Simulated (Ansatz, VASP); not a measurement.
## Two plane-wave programs on TiC3

```
Ti C
1.0
     3.19607    0.00000    0.00000
     0.00000    3.19607    0.00000
     0.00000    0.00000    3.19607
Ti C
1 3
Direct
  0.50000 0.50000 0.50000
  0.50000 0.00000 0.00000
  0.00000 0.50000 0.00000
  0.00000 0.00000 0.50000
```

Alike in both runs: task relaxation of cell and atoms; functional PBE; k mesh 6 × 6 × 6; occupations gaussian, width 0.1 eV; no spin polarisation.

|  | VASP | Ansatz |
| --- | --- | --- |
| version | VASP 6.6.1 | Ansatz 0.2.0 |
| potentials or method | VASP PAW PBE potentials, release 64 (Ti_sv, C), cutoff 600 eV | scalar-relativistic, plane waves, PAW |
| valence electrons in the cell | 24 | 24 |

VASP gave:

```
gap on the k mesh at the Fermi level, each at its own relaxed structure (eV) : none
relaxed volume (Å³/atom)                                                     : 8.21
relaxed cell length with the largest relative difference (Å)                 : 3.203
```

**Question.** Which values does Ansatz return?

**Answer.** gap on the k mesh at the Fermi level, each at its own relaxed structure (eV): none; relaxed volume (Å³/atom): 8.18; relaxed cell length with the largest relative difference (Å): 3.198.

A gap of «none» marks a metal or a gap that the smearing closes.
